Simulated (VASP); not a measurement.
# WS2 (Tungstenite) (P6_3/mmc) in VASP: notebook, part 2 of 3

VASP 6.6.1. Earlier steps stand in the parts before.

## (3) Single point, r2SCAN (volume scaled by 0.94, then relaxed in part)

POSCAR reads:

```
WS2
1.0
    3.1659370115      0.0000000000      0.0000000000
   -1.5829685058      2.7417818788      0.0000000000
    0.0000000000      0.0000000000     12.4015715181
W S
2 4
Direct
    0.3333333333      0.6666666667      0.2500000000
    0.6666666667      0.3333333333      0.7500000000
    0.3333333333      0.6666666667      0.6241778026
    0.6666666667      0.3333333333      0.1241778026
    0.3333333333      0.6666666667      0.8758221974
    0.6666666667      0.3333333333      0.3758221974
```

INCAR.step1 reads:

```
SYSTEM = WS2
PREC = Accurate ; ENCUT = 520
ISMEAR = 0 ; SIGMA = 0.02
LREAL = .FALSE. ; LASPH = .TRUE.
NELM = 100 ; NBANDS = 35
GGA = PE ; ALGO = Normal
EDIFF = 1E-4 ; LWAVE = .TRUE.
LCHARG = .FALSE.
```

INCAR.step2 reads:

```
SYSTEM = WS2
PREC = Accurate ; ENCUT = 520
EDIFF = 1E-6 ; ISMEAR = 0
SIGMA = 0.02 ; LREAL = .FALSE.
LASPH = .TRUE. ; NELM = 100
ALGO = Normal ; ISIF = 2
LWAVE = .FALSE. ; LCHARG = .TRUE.
METAGGA = R2SCAN ; LMIXTAU = .TRUE.
LELF = .TRUE. ; LVHAR = .TRUE.
NBANDS = 35 ; ISTART = 1
```

KPOINTS reads:

```
Automatic mesh
0
G
  12 12 4
  0 0 0
```

Potentials or basis: VASP PAW PBE potentials, release 64 (W_sv, S).

On the command line:

```bash
cat potpaw_PBE.64/W_sv/POTCAR potpaw_PBE.64/S/POTCAR > POTCAR
cp INCAR.step1 INCAR
mpirun -np 1 vasp_std > vasp.out
cp INCAR.step2 INCAR
mpirun -np 1 vasp_std > vasp.out
```

OUTCAR:

```text
SYSTEM = WS2
   PREC = Accurate
   ENCUT = 520
   EDIFF = 1E-6
   ISMEAR = 0
   LREAL = .FALSE.
   LASPH = .TRUE.
   NELM = 100
   ISIF = 2
   METAGGA = R2SCAN
   ISTART = 1

 ion  position               nearest neighbor table
   1  0.333  0.667  0.250-   4 2.40   6 2.40   4 2.40   6 2.40   4 2.40   6 2.40
   2  0.667  0.333  0.750-   3 2.40   5 2.40   3 2.40   5 2.40   3 2.40   5 2.40
   3  0.333  0.667  0.624-   2 2.40   2 2.40   2 2.40
   4  0.667  0.333  0.124-   1 2.40   1 2.40   1 2.40
   5  0.333  0.667  0.876-   2 2.40   2 2.40   2 2.40
   6  0.667  0.333  0.376-   1 2.40   1 2.40   1 2.40

  LATTYP: Found a hexagonal cell.
 ALAT       =     3.1659370115
 C/A-ratio  =     3.9171883310

  Lattice vectors:

 A1 = (   3.1659370115,   0.0000000000,   0.0000000000)
 A2 = (  -1.5829685058,   2.7417818788,   0.0000000000)
 A3 = (   0.0000000000,   0.0000000000,  12.4015715181)

Analysis of symmetry for initial positions (statically):
=====================================================================
 Subroutine PRICEL returns:
 Original cell was already a primitive cell.

 Routine SETGRP: Setting up the symmetry group for a
 hexagonal supercell.

 Subroutine GETGRP returns: Found 24 space group operations
 (whereof 12 operations were pure point group operations)
 out of a pool of 24 trial point group operations.

The static configuration has the point symmetry D_3d.
 The point group associated with its full space group is D_6h.

Analysis of symmetry for dynamics (positions and initial velocities):
=====================================================================
 Subroutine PRICEL returns:
 Original cell was already a primitive cell.

 Routine SETGRP: Setting up the symmetry group for a
 hexagonal supercell.

 Subroutine GETGRP returns: Found 24 space group operations
 (whereof 12 operations were pure point group operations)
 out of a pool of 24 trial point group operations.

The dynamic configuration has the point symmetry D_3d.
 The point group associated with its full space group is D_6h.

 Subroutine INISYM returns: Found 24 space group operations
 (whereof 12 operations are pure point group operations),
 and found     1 'primitive' translations

----------------------------------------------------------------------------------------

                                     Primitive cell

  volume of cell :     107.6495

  direct lattice vectors                    reciprocal lattice vectors
     3.165937012  0.000000000  0.000000000     0.315862254  0.182363157  0.000000000
    -1.582968506  2.741781879  0.000000000     0.000000000  0.364726315  0.000000000
     0.000000000  0.000000000 12.401571518     0.000000000  0.000000000  0.080634942

  length of vectors
     3.165937012  3.165937012 12.401571518     0.364726315  0.364726315  0.080634942

  position of ions in fractional coordinates (direct lattice)
     0.333333333  0.666666667  0.250000000
     0.666666667  0.333333333  0.750000000
     0.333333333  0.666666667  0.624177803
     0.666666667  0.333333333  0.124177803
     0.333333333  0.666666667  0.875822197
     0.666666667  0.333333333  0.375822197

  ion indices of the primitive-cell ions
   primitive index   ion index
                 1           1
                 2           2
                 3           3
[... 26 lines left out ...]
 ===========================================

 Found     57 irreducible k-points:

 Following reciprocal coordinates:
            Coordinates               Weight
  0.000000  0.000000  0.000000      1.000000
  0.083333  0.000000  0.000000      6.000000
  0.166667  0.000000  0.000000      6.000000
  0.250000  0.000000  0.000000      6.000000
  0.333333  0.000000  0.000000      6.000000
  0.416667  0.000000  0.000000      6.000000
[... 16 lines left out ...]
  0.250000  0.000000  0.250000     12.000000
  0.333333  0.000000  0.250000     12.000000
 [... further k-points ...]
   k-points           NKPTS =     57   k-points in BZ     NKDIM =     57   number of bands    NBANDS=     35
   number of dos      NEDOS =    301   number of ions     NIONS =      6
   total plane-waves  NPLWV =  55296
   dimension x,y,z NGX =    24 NGY =   24 NGZ =   96
   dimension x,y,z NGXF=    48 NGYF=   48 NGZF=  192
   ions per type =               2   4
   NGX,Y,Z   is equivalent  to a cutoff of  12.60, 12.60, 12.87 a.u.
   NGXF,Y,Z  is equivalent  to a cutoff of  25.21, 25.21, 25.74 a.u.
 SYSTEM =  WS2
   PREC   = accura    normal or accurate (medium, high low for compatibility)
   ISTART =      1    job   : 0-new  1-cont  2-samecut
   ICHARG =      0    charge: 1-file 2-atom 10-const
   ISPIN  =      1    spin polarized calculation?
   LNONCOLLINEAR =      F non collinear calculations
   LSORBIT =      F    spin-orbit coupling
   LASPH  =      T    aspherical Exc in radial PAW
   ENCUT  =  520.0 eV  38.22 Ry    6.18 a.u.   5.89  5.89 23.06*2*pi/ulx,y,z
   NELM   =    100;   NELMIN=  2; NELMDL=  0     # of ELM steps
   EDIFF  = 0.1E-05   stopping-criterion for ELM
   LREAL  =      F    real-space projection
   EDIFFG = 0.1E-04   stopping-criterion for IOM
   NSW    =      0    number of steps for IOM
   IBRION =     -1    ionic relax: 0-MD 1-quasi-New 2-CG
   NFREE  =      0    steps in history (QN), initial steepest desc. (CG)
   ISIF   =      2    stress and relaxation
   ISYM   =      2    0-nonsym 1-usesym 2-fastsym
   POTIM  = 0.5000    time-step for ionic-motion
   TEBEG  =    0.0;   TEEND  =   0.0 temperature during run
   PSTRESS=    0.0 pullay stress
   NELECT =      52.0000    total number of electrons
   NUPDOWN=      -1.0000    fix difference up-down
   EMIN   =  10.00;   EMAX   =-10.00  energy-range for DOS
   EFERMI =   0.00;   METHOD = LEGACY
   ISMEAR =     0;   SIGMA  =   0.02  broadening in eV -4-tet -1-fermi 0-gaus
   EFERMI_NEDOS =   21; number of points for ismear=-14 and -15
   IALGO  =     38    algorithm
   IMIX   =      4    mixing-type and parameters
     AMIX     =   0.40;   BMIX     =  1.00
     AMIX_MAG =   1.60;   BMIX_MAG =  1.00
  volume/ion in A,a.u.               =      17.94       121.08
  Fermi-wavevector in a.u.,A,eV,Ry     =   1.284513  2.427378 22.449269  1.649975
  Thomas-Fermi vector in A             =   2.416703
   LORBIT       =      0    0 simple, 1 ext, 2 COOP (PROOUT), +10 PAW based schemes
   METAGGA = R2SCAN    functional components
   LHFCALC =     F    Hartree Fock is set to
   AEXX    =    0.0000 exact exchange contribution
   IVDW    =     0    specifies the selected vdW correction
   LEPSILON=     F    determine dielectric tensor
   LRPA    =     F    only Hartree local field effects (RPA)
 non-spin polarized calculation
 Gauss-broadening in eV      SIGMA  =   0.02
  energy-cutoff  :      520.00
  volume of cell :      107.65
 maximum number of plane-waves:      2928
 NGX is ok and might be reduce to    24
   NGX = 11   NGY = 11   NGZ = 47

 number of electron      51.9999998 magnetization

 Free energy of the ion-electron system (eV)
  ---------------------------------------------------
  ext. energy  EPLUGINS =         0.00000000
  ---------------------------------------------------
  free energy    TOTEN  =      -140.12889598 eV

  energy without entropy =     -140.12889598  energy(sigma->0) =     -140.12889598

 E-fermi :   7.4750     XC(G=0): -11.5857

 val. band max:        7.2157205202   @ k =   0.0000   0.0000   0.0000
 cond. band min:       8.3501349193   @ k =   0.1667   0.1667   0.0000
 fundamental gap:      1.1344143992
 Fermi energy:         7.4749771158

 k-point     1 :       0.0000    0.0000    0.0000
  band No.  band energies     occupation
      1     -69.3991      2.00000
      2     -69.3991      2.00000
      3     -33.0019      2.00000
      4     -33.0019      2.00000
      5     -32.8310      2.00000
      6     -32.8310      2.00000
[... 901 lines left out ...]
     34      11.4237      0.00000
     35      13.4639      0.00000

 [... further k-points ...]
[... 5 lines left out ...]
  --------------------------------------------------------------------------------------
  -------------------------------------------------------------------------------------
  Total        1.4990927      1.4990927      1.4887731     -0.0000000     -0.0000000     -0.0000000
  in kB       22.3114178     22.3114178     22.1578291     -0.0000000     -0.0000000     -0.0000000
  external PRESSURE =      22.2602216 kB  Pullay stress =       0.0000000 kB

 VOLUME and BASIS-vectors are now :
 -----------------------------------------------------------------------------
  energy-cutoff  :      520.00
  volume of cell :      107.65
      direct lattice vectors                 reciprocal lattice vectors
     3.165937012  0.000000000  0.000000000     0.315862254  0.182363157  0.000000000
    -1.582968506  2.741781879  0.000000000     0.000000000  0.364726315  0.000000000
     0.000000000  0.000000000 12.401571518     0.000000000  0.000000000  0.080634942

 POSITION                                       TOTAL-FORCE (eV/Angst)
 -----------------------------------------------------------------------------------
     -0.00000      1.82785      3.10039         0.000000     -0.000000      0.000000
      1.58297      0.91393      9.30118        -0.000000     -0.000000      0.000000
     -0.00000      1.82785      7.74079         0.000000     -0.000000     -0.032415
      1.58297      0.91393      1.54000        -0.000000      0.000000     -0.032415
     -0.00000      1.82785     10.86157         0.000000      0.000000      0.032415
      1.58297      0.91393      4.66079        -0.000000      0.000000      0.032415
 -----------------------------------------------------------------------------------
    total drift:                                0.000000     -0.000000      0.000000

  FREE ENERGIE OF THE ION-ELECTRON SYSTEM (eV)
  ---------------------------------------------------
  free  energy   TOTEN  =      -140.1288959769 eV

  energy  without entropy=     -140.1288959769  energy(sigma->0) =     -140.12889598
```

It took 29 min on 1 thread of AMD EPYC 7R13, shared host; peak memory 0.31 GiB.

Results:

| Quantity | Value |
| --- | --- |
| Free energy | -140.1289 eV |
| Pressure | 2.2 GPa |
| Largest force | 0.032 eV/Å |
| Band gap on the k mesh | 1.13 eV, indirect (least direct gap 1.90 eV) |

Forces in eV/Å, atoms in the order of the input:
```
W    0.000  0.000  0.000
W    0.000  0.000  0.000
S    0.000  0.000 -0.032
S    0.000  0.000 -0.032
S    0.000  0.000  0.032
S    0.000  0.000  0.032
```

Levels at points of the mesh, in eV from the valence-band top:
| k point | band 23 | band 24 | band 25 | band 26 | band 27 | band 28 | band 29 | band 30 |
| --- | --- | --- | --- | --- | --- | --- | --- | --- |
| (0.00, 0.00, 0.00) | -2.41 | -1.69 | -1.18 | 0.00 | 2.42 | 2.42 | 2.43 | 2.43 |
| (0.50, 0.00, 0.00) | -2.18 | -2.00 | -1.80 | -1.62 | 2.37 | 2.42 | 2.71 | 2.96 |
| (0.00, 0.00, 0.50) | -2.44 | -2.44 | -0.33 | -0.33 | 2.42 | 2.42 | 2.42 | 2.42 |
| (0.50, 0.00, 0.50) | -2.09 | -2.09 | -1.69 | -1.69 | 2.39 | 2.39 | 2.86 | 2.86 |

Caveat: the PAW data sets were made with another functional, which shifts forces and pressure a little; spin-orbit coupling is left out, which moves the levels of the heavy elements. A k mesh can miss the band edges.

(Continued in part 3 of 3.)
